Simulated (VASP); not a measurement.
# PtSe2 (P-3m1) in VASP: further runs

The runs below take PtSe2 through single point, with PBEsol.

Program: VASP 6.6.1. These are calculated values, not measurements. Logs are shortened: lines on timing, memory, paths and dates and some standing lists are left out, and cuts for length are marked.

## Step 1: The cell of the first run

It takes space group P-3m1 (No. 164, trigonal). Conventional cell: a = 3.761 Å, b = 3.761 Å, c = 5.082 Å, α = 90.00°, β = 90.00°, γ = 120.00°. Within 3.4 Å of Pt (site symmetry -3m) lie 6 Se at 2.54 Å. Se (site symmetry 3m) has 3 Pt at 2.54 Å and 6 Se at 3.26 to 3.43 Å within 3.5 Å.

## Step 2: Single point, PBEsol (strain +0.0450 x Voigt [0, 0, 1, 0, 0, 0])

Input file INCAR:

```
PREC = Accurate ; ENCUT = 520
EDIFF = 1E-6 ; ISMEAR = 0
SIGMA = 0.15 ; LREAL = F
LASPH = T ; NELM = 80
ALGO = Normal ; ISIF = 2
LWAVE = F ; LCHARG = T
GGA = PS ; LELF = T
LVHAR = T ; NBANDS = 18
```

Input file KPOINTS:

```
regular mesh
0
Gamma
  12 12 10
```

Input file POSCAR:

```
PtSe2
1.0
    3.7607249071      0.0000000000      0.0000000000
   -1.8803624535      3.2568833062      0.0000000000
    0.0000000000      0.0000000000      5.0821592741
Pt Se
1 2
Direct
    0.0000000000      0.0000000000      0.0000000000
    0.3333333333      0.6666666667      0.2606754608
    0.6666666667      0.3333333333      0.7393245392
```

Potentials or basis: VASP PAW PBE potentials, release 64 (Pt, Se).

Run with:

```sh
> cat potpaw_PBE.64/Pt/POTCAR potpaw_PBE.64/Se/POTCAR > POTCAR
> mpirun -np 1 vasp_std > vasp.out
```

OUTCAR:

```text
PREC = Accurate
   ENCUT = 520
   EDIFF = 1E-6
   ISMEAR = 0
   LREAL = F
   LASPH = T
   NELM = 80
   ISIF = 2
   GGA = PS

 ion  position               nearest neighbor table
   1  0.000  0.000  0.000-   2 2.54   3 2.54   2 2.54   3 2.54   3 2.54   2 2.54
   2  0.333  0.667  0.261-   1 2.54   1 2.54   1 2.54
   3  0.667  0.333  0.739-   1 2.54   1 2.54   1 2.54

  LATTYP: Found a hexagonal cell.
 ALAT       =     3.7607249071
 C/A-ratio  =     1.3513775667

  Lattice vectors:

 A1 = (   3.7607249071,   0.0000000000,   0.0000000000)
 A2 = (  -1.8803624535,   3.2568833062,   0.0000000000)
 A3 = (   0.0000000000,   0.0000000000,   5.0821592741)

Analysis of symmetry for initial positions (statically):
=====================================================================
 Subroutine PRICEL returns:
 Original cell was already a primitive cell.

 Routine SETGRP: Setting up the symmetry group for a
 hexagonal supercell.

 Subroutine GETGRP returns: Found 12 space group operations
 (whereof 12 operations were pure point group operations)
 out of a pool of 24 trial point group operations.

The static configuration has the point symmetry D_3d.

Analysis of symmetry for dynamics (positions and initial velocities):
=====================================================================
 Subroutine PRICEL returns:
 Original cell was already a primitive cell.

 Routine SETGRP: Setting up the symmetry group for a
 hexagonal supercell.

 Subroutine GETGRP returns: Found 12 space group operations
 (whereof 12 operations were pure point group operations)
 out of a pool of 24 trial point group operations.

The dynamic configuration has the point symmetry D_3d.

 Subroutine INISYM returns: Found 12 space group operations
 (whereof 12 operations are pure point group operations),
 and found     1 'primitive' translations

----------------------------------------------------------------------------------------

                                     Primitive cell

  volume of cell :      62.2475

  direct lattice vectors                    reciprocal lattice vectors
     3.760724907  0.000000000  0.000000000     0.265906182  0.153521006  0.000000000
    -1.880362454  3.256883306  0.000000000     0.000000000  0.307042011  0.000000000
     0.000000000  0.000000000  5.082159274     0.000000000  0.000000000  0.196766757

  length of vectors
     3.760724907  3.760724907  5.082159274     0.307042011  0.307042011  0.196766757

  position of ions in fractional coordinates (direct lattice)
     0.000000000  0.000000000  0.000000000
     0.333333333  0.666666667  0.260675461
     0.666666667  0.333333333  0.739324539

  ion indices of the primitive-cell ions
   primitive index   ion index
                 1           1
                 2           2
                 3           3

----------------------------------------------------------------------------------------

 KPOINTS: regular mesh

Automatic generation of k-mesh.
 Grid dimensions read from file:
 generate k-points for:   12   12   10

 Generating k-lattice:

  Cartesian coordinates                     Fractional coordinates (reciprocal lattice)
     0.022158848  0.012793417  0.000000000     0.083333333 -0.000000000  0.000000000
     0.000000000  0.025586834  0.000000000     0.000000000  0.083333333  0.000000000
     0.000000000  0.000000000  0.019676676     0.000000000  0.000000000  0.100000000

  Length of vectors
     0.025586834  0.025586834  0.019676676

  Shift w.r.t. Gamma in fractional coordinates (k-lattice)
     0.000000000  0.000000000  0.000000000

 Subroutine IBZKPT returns following result:
 ===========================================

 Found    162 irreducible k-points:

 Following reciprocal coordinates:
            Coordinates               Weight
  0.000000  0.000000  0.000000      1.000000
  0.083333 -0.000000  0.000000      6.000000
  0.166667 -0.000000  0.000000      6.000000
  0.250000 -0.000000  0.000000      6.000000
  0.333333 -0.000000  0.000000      6.000000
  0.416667 -0.000000  0.000000      6.000000
[... 16 lines left out ...]
  0.166667 -0.000000  0.100000      6.000000
  0.000000  0.166667  0.100000      6.000000
 [... further k-points ...]
   k-points           NKPTS =    162   k-points in BZ     NKDIM =    162   number of bands    NBANDS=     18
   number of dos      NEDOS =    301   number of ions     NIONS =      3
   total plane-waves  NPLWV =  31360
   dimension x,y,z NGX =    28 NGY =   28 NGZ =   40
   dimension x,y,z NGXF=    56 NGYF=   56 NGZF=   80
   ions per type =               1   2
   NGX,Y,Z   is equivalent  to a cutoff of  12.38, 12.38, 13.08 a.u.
   NGXF,Y,Z  is equivalent  to a cutoff of  24.76, 24.76, 26.17 a.u.
 SYSTEM =  unknown system
   PREC   = accura    normal or accurate (medium, high low for compatibility)
   ISTART =      0    job   : 0-new  1-cont  2-samecut
   ICHARG =      2    charge: 1-file 2-atom 10-const
   ISPIN  =      1    spin polarized calculation?
   LNONCOLLINEAR =      F non collinear calculations
   LSORBIT =      F    spin-orbit coupling
   LASPH  =      T    aspherical Exc in radial PAW
   ENCUT  =  520.0 eV  38.22 Ry    6.18 a.u.   6.99  6.99  9.45*2*pi/ulx,y,z
   NELM   =     80;   NELMIN=  2; NELMDL= -5     # of ELM steps
   EDIFF  = 0.1E-05   stopping-criterion for ELM
   LREAL  =      F    real-space projection
   EDIFFG = 0.1E-04   stopping-criterion for IOM
   NSW    =      0    number of steps for IOM
   IBRION =     -1    ionic relax: 0-MD 1-quasi-New 2-CG
   NFREE  =      0    steps in history (QN), initial steepest desc. (CG)
   ISIF   =      2    stress and relaxation
   ISYM   =      2    0-nonsym 1-usesym 2-fastsym
   POTIM  = 0.5000    time-step for ionic-motion
   TEBEG  =    0.0;   TEEND  =   0.0 temperature during run
   PSTRESS=    0.0 pullay stress
   NELECT =      22.0000    total number of electrons
   NUPDOWN=      -1.0000    fix difference up-down
   EMIN   =  10.00;   EMAX   =-10.00  energy-range for DOS
   EFERMI =   0.00;   METHOD = LEGACY
   ISMEAR =     0;   SIGMA  =   0.15  broadening in eV -4-tet -1-fermi 0-gaus
   EFERMI_NEDOS =   21; number of points for ismear=-14 and -15
   IALGO  =     38    algorithm
   IMIX   =      4    mixing-type and parameters
     AMIX     =   0.40;   BMIX     =  1.00
     AMIX_MAG =   1.60;   BMIX_MAG =  1.00
  volume/ion in A,a.u.               =      20.75       140.02
  Fermi-wavevector in a.u.,A,eV,Ry     =   1.157466  2.187294 18.228111  1.339728
  Thomas-Fermi vector in A             =   2.294077
   LORBIT       =      0    0 simple, 1 ext, 2 COOP (PROOUT), +10 PAW based schemes
   GGA     = PS    functional components
   LHFCALC =     F    Hartree Fock is set to
   AEXX    =    0.0000 exact exchange contribution
   IVDW    =     0    specifies the selected vdW correction
   LEPSILON=     F    determine dielectric tensor
   LRPA    =     F    only Hartree local field effects (RPA)
 non-spin polarized calculation
 Gauss-broadening in eV      SIGMA  =   0.15
  energy-cutoff  :      520.00
  volume of cell :       62.25
 maximum number of plane-waves:      1693
   NGX = 13   NGY = 13   NGZ = 19

 number of electron      21.9999998 magnetization

 Free energy of the ion-electron system (eV)
  ---------------------------------------------------
  ext. energy  EPLUGINS =         0.00000000
  ---------------------------------------------------
  free energy    TOTEN  =       -15.86937351 eV

  energy without entropy =      -15.86108271  energy(sigma->0) =      -15.86522811

 E-fermi :   5.9509     XC(G=0): -10.7335

 val. band max:        5.9247883985   @ k =   0.0833  -0.0000   0.1000
 cond. band min:       5.9573108992   @ k =  -0.2500  -0.4167   0.1000
 fundamental gap:      0.0325225007
 Fermi energy:         5.9509114301

 k-point     1 :       0.0000    0.0000    0.0000
  band No.  band energies     occupation
      1      -9.3465      2.00000
      2      -6.7016      2.00000
      3      -0.9480      2.00000
      4       0.0304      2.00000
      5       0.0304      2.00000
      6       2.3135      2.00000
[... 10 lines left out ...]
     17      13.3329      0.00000
     18      17.7295      0.00000

 k-point     2 :       0.0833   -0.0000    0.0000
  band No.  band energies     occupation
      1      -9.2733      2.00000
      2      -6.7297      2.00000
      3      -0.8545      2.00000
      4       0.0758      2.00000
      5       0.0794      2.00000
      6       2.2115      2.00000
[... 10 lines left out ...]
     17      13.5688      0.00000
     18      16.4145      0.00000

 k-point     3 :       0.1667   -0.0000    0.0000
  band No.  band energies     occupation
      1      -9.0613      2.00000
      2      -6.8092      2.00000
      3      -0.5864      2.00000
      4       0.2006      2.00000
      5       0.2271      2.00000
      6       1.8029      2.00000
[... 10 lines left out ...]
     17      14.1235      0.00000
     18      14.9619      0.00000

 k-point     4 :       0.2500   -0.0000    0.0000
  band No.  band energies     occupation
      1      -8.7340      2.00000
      2      -6.9297      2.00000
      3      -0.2043      2.00000
      4       0.3670      2.00000
      5       0.4544      2.00000
      6       1.0599      2.00000
[... 375 lines left out ...]
      4       0.0671      2.00000
      5       0.1185      2.00000
      6       2.1881      2.00000
[... 10 lines left out ...]
     17      13.7506      0.00000
     18      15.7929      0.00000

 k-point    23 :       0.1667   -0.0000    0.1000
  band No.  band energies     occupation
      1      -9.0196      2.00000
      2      -6.8957      2.00000
      3      -0.4888      2.00000
      4       0.2260      2.00000
      5       0.2343      2.00000
      6       1.8670      2.00000
[... 10 lines left out ...]
     17      13.7021      0.00000
     18      14.6169      0.00000

 k-point    24 :       0.0000    0.1667    0.1000
  band No.  band energies     occupation
      1      -9.0260      2.00000
      2      -6.8760      2.00000
      3      -0.5980      2.00000
      4       0.1743      2.00000
      5       0.3491      2.00000
      6       1.7049      2.00000
[... 10 lines left out ...]
     17      14.5397      0.00000
     18      14.5867      0.00000

 [... further k-points ...]

------------------------ aborting loop because EDIFF is reached ----------------------------------------

  FORCE on cell =-STRESS in cart. coord.  units (eV):
  Direction    XX          YY          ZZ          XY          YZ          ZX
  --------------------------------------------------------------------------------------
  -------------------------------------------------------------------------------------
  Total       -1.4413384     -1.4413384     -1.8725119     -0.0000000     -0.0000000      0.0000000
  in kB      -37.0983425    -37.0983425    -48.1962362     -0.0000000     -0.0000000      0.0000000
  external PRESSURE =     -40.7976404 kB  Pullay stress =       0.0000000 kB

 VOLUME and BASIS-vectors are now :
 -----------------------------------------------------------------------------
  energy-cutoff  :      520.00
  volume of cell :       62.25
      direct lattice vectors                 reciprocal lattice vectors
     3.760724907  0.000000000  0.000000000     0.265906182  0.153521006  0.000000000
    -1.880362454  3.256883306  0.000000000     0.000000000  0.307042011  0.000000000
     0.000000000  0.000000000  5.082159274     0.000000000  0.000000000  0.196766757

 POSITION                                       TOTAL-FORCE (eV/Angst)
 -----------------------------------------------------------------------------------
      0.00000      0.00000      0.00000        -0.000000      0.000000      0.000000
     -0.00000      2.17126      1.32479         0.000000      0.000000     -0.527694
      1.88036      1.08563      3.75737        -0.000000     -0.000000      0.527694
 -----------------------------------------------------------------------------------
    total drift:                               -0.000000      0.000000      0.000000

  FREE ENERGIE OF THE ION-ELECTRON SYSTEM (eV)
  ---------------------------------------------------
  free  energy   TOTEN  =       -15.8693735058 eV

  energy  without entropy=      -15.8610827128  energy(sigma->0) =      -15.86522811
```

Run time: 70 s. Hardware: 1 thread of Intel Xeon 6975P-C (Granite Rapids), shared host; peak memory 0.31 GiB.

What came out:

* Free energy: -15.8694 eV
* Pressure: -4.1 GPa
* Largest force: 0.528 eV/Å
* Band gap on the k mesh: zero (bands 11 and 12 overlap by 0.64 eV)

Forces in eV/Å, atoms in the order of the input:
```
Pt   0.000  0.000  0.000
Se   0.000  0.000 -0.528
Se   0.000  0.000  0.528
```

Caveat: the cell differs from its parent crystal (strain +0.0450 x Voigt [0, 0, 1, 0, 0, 0]); the cell stands under tension; the PAW data sets were made with another functional, which shifts forces and pressure a little; spin-orbit coupling is left out, which moves the levels of the heavy elements.

## Step 3: Single point, PBEsol (strain +0.0525 x Voigt [0, 0, 1, 0, 0, 0])

Input file INCAR:

```
PREC = Accurate ; ENCUT = 520
EDIFF = 1E-6 ; ISMEAR = 0
SIGMA = 0.15 ; LREAL = F
LASPH = T ; NELM = 60
ALGO = Normal ; ISIF = 2
LWAVE = F ; LCHARG = F
GGA = PS ; NBANDS = 18
```

KPOINTS is that of step 2.

Edit POSCAR of step 2 so:

```diff
@@ -4,3 +4,3 @@
    -1.8803624535      3.2568833062      0.0000000000
-    0.0000000000      0.0000000000      5.0821592741
+    0.0000000000      0.0000000000      5.1186341014
 Pt Se
```

Potentials or basis: VASP PAW PBE potentials, release 64 (Pt, Se).

Run with:

```sh
> cat potpaw_PBE.64/Pt/POTCAR potpaw_PBE.64/Se/POTCAR > POTCAR
> mpirun -np 1 vasp_std > vasp.out
```

Wall time 70 s (1 thread of Intel Xeon 6975P-C (Granite Rapids), shared host); peak memory 0.31 GiB.

Results (log left out):

* Free energy: -15.8550 eV
* Pressure: -4.7 GPa
* Largest force: 0.616 eV/Å
* Band gap on the k mesh: zero (bands 11 and 12 overlap by 0.62 eV)

Forces in eV/Å, atoms in the order of the input:
```
Pt   0.000  0.000  0.000
Se   0.000  0.000 -0.616
Se   0.000  0.000  0.616
```

Stress tensor (GPa, compression positive):
```
-4.26  0.00  0.00
 0.00 -4.26  0.00
 0.00  0.00 -5.56
```

Levels at points of the mesh, in eV from the Fermi level:
```csv
k point,band 8,band 9,band 10,band 11,band 12,band 13,band 14,band 15
"(0.00, 0.00, 0.00)",-2.46,-0.84,-0.84,0.58,1.28,1.28,3.66,3.86
"(0.50, 0.00, 0.00)",-3.22,-3.08,-3.08,-2.75,0.57,2.27,4.84,5.81
"(0.00, 0.00, 0.50)",-2.86,-1.71,-1.36,-1.36,2.21,2.21,4.85,6.19
"(0.50, 0.00, 0.50)",-3.09,-2.85,-2.38,-1.22,0.81,1.48,4.41,4.78
```

Caveat: the cell differs from its parent crystal (strain +0.0525 x Voigt [0, 0, 1, 0, 0, 0]); the cell stands under tension; the PAW data sets were made with another functional, which shifts forces and pressure a little; spin-orbit coupling is left out, which moves the levels of the heavy elements.

## Step 4: Single point, PBEsol (strain +0.0600 x Voigt [0, 0, 1, 0, 0, 0])

Input file INCAR:

```
PREC = Accurate ; ENCUT = 520
EDIFF = 1E-6 ; ISMEAR = 0
SIGMA = 0.15 ; LREAL = False
LASPH = True ; NELM = 100
ALGO = Normal ; ISIF = 2
LWAVE = False ; LCHARG = False
GGA = PS ; NBANDS = 18
```

KPOINTS is that of step 3.

Edit POSCAR of step 3 so:

```diff
@@ -4,3 +4,3 @@
    -1.8803624535      3.2568833062      0.0000000000
-    0.0000000000      0.0000000000      5.1186341014
+    0.0000000000      0.0000000000      5.1551089287
 Pt Se
```

Run with:

```sh
> cat potpaw_PBE.64/Pt/POTCAR potpaw_PBE.64/Se/POTCAR > POTCAR
> mpirun -np 1 vasp_std > vasp.out
```

Run time: 75 s. Hardware: 1 thread of Intel Xeon 6975P-C (Granite Rapids), shared host; peak memory 0.31 GiB.

The run converged. Its results:

```
Free energy            : -15.8386 eV
Pressure               : -5.3 GPa
Largest force          : 0.703 eV/Å
Band gap on the k mesh : zero (bands 11 and 12 overlap by 0.59 eV)
```

Forces in eV/Å, atoms in the order of the input:
```
Pt   0.000  0.000  0.000
Se   0.000  0.000 -0.703
Se   0.000  0.000  0.703
```

Stress tensor (GPa, compression positive):
```
-4.78  0.00  0.00
 0.00 -4.78  0.00
 0.00  0.00 -6.27
```

Levels at points of the mesh, in eV from the Fermi level:
```csv
k point,band 7,band 8,band 9,band 10,band 11,band 12,band 13,band 14,band 15,band 16
"(0.00, 0.00, 0.00)",-3.57,-2.46,-0.82,-0.82,0.56,1.29,1.29,3.71,3.83,7.44
"(0.50, 0.00, 0.00)",-3.62,-3.16,-3.05,-3.03,-2.71,0.57,2.24,4.82,5.79,6.78
"(0.00, 0.00, 0.50)",-3.59,-2.85,-1.72,-1.32,-1.32,2.19,2.19,4.86,6.16,6.93
"(0.50, 0.00, 0.50)",-3.26,-3.05,-2.81,-2.34,-1.23,0.82,1.48,4.35,4.78,7.02
```

Caveat: the cell differs from its parent crystal (strain +0.0600 x Voigt [0, 0, 1, 0, 0, 0]); the cell stands under tension; the PAW data sets were made with another functional, which shifts forces and pressure a little; spin-orbit coupling is left out, which moves the levels of the heavy elements.

## Step 5: Overview

```csv
cell,gap on the mesh (eV),pressure (GPa),largest force (eV/Å)
"a = 3.761, b = 3.761, c = 5.082 Å, angles 90.0, 90.0, 120.0°, 3 atoms",none,-4.1,0.53
"a = 3.761, b = 3.761, c = 5.119 Å, angles 90.0, 90.0, 120.0°, 3 atoms",none,-4.7,0.62
"a = 3.761, b = 3.761, c = 5.155 Å, angles 90.0, 90.0, 120.0°, 3 atoms",none,-5.3,0.70
```

Alike in all rows: task single point; level PBEsol; potentials or basis VASP PAW PBE potentials, release 64 (Pt, Se); no spin polarisation; k mesh 12 × 12 × 10; cutoff (eV) 520; smearing gaussian 0.15 eV.

Caveats: the cell stands under tension; the PAW data sets were made with another functional, which shifts forces and pressure a little; spin-orbit coupling is left out, which moves the levels of the heavy elements.

Total energies depend on the potentials used, so only differences within one code and one set of settings carry meaning.

The gap in the log of VASP goes by the Fermi energy; the results here count the filled bands.